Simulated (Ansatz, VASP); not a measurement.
## One calculation of HfZn2I6, two programs

```xyz
9
Lattice="0.0000 5.4213 5.4213 5.4213 0.0000 5.4213 5.4213 5.4213 0.0000" Properties=species:S:1:pos:R:3 pbc="T T T"
I     2.6423    5.4213    5.4213
I     5.4213    2.6423    5.4213
I     8.2002    5.4213    5.4213
I     5.4213    8.2002    5.4213
I     5.4213    5.4213    2.6423
I     5.4213    5.4213    8.2002
Hf    0.0000    0.0000    0.0000
Zn    2.7106    2.7106    2.7106
Zn    8.1319    8.1319    8.1319
```

Alike in both runs: task single point; functional PBEsol; k mesh 3 × 3 × 3; occupations gaussian, width 0.1055 eV; no spin polarisation.

|  | VASP | Ansatz |
| --- | --- | --- |
| version | VASP 6.6.1 | Ansatz 0.2.0 |
| potentials or method | VASP PAW PBE potentials, release 64 (I, Hf_pv, Zn), cutoff 520 eV | PAW plane waves |
| valence electrons in the cell | 76 | 152 |

|  | VASP | Ansatz | Ansatz less VASP |
| --- | --- | --- | --- |
| gap on the k mesh at the Fermi level (eV) | none | none | - |
| pressure (GPa) | 4.2 | 4.3 | +0.04 |
| rms of the force components (eV/Å) | 0.890 | 0.898 | +0.0073 |

VASP's potentials were made for PBE, not for PBEsol. Atom by atom the forces differ by 0.007 eV/Å (rms over components). A gap of «none» marks a metal or a gap that the smearing closes. The functional is the same, so the differences come from potentials, cutoffs and numerics. VASP's potentials hold 76 valence electrons a cell and Ansatz's 152, so a difference there can come from the potentials and not from the codes.

Spin-orbit coupling is off throughout.
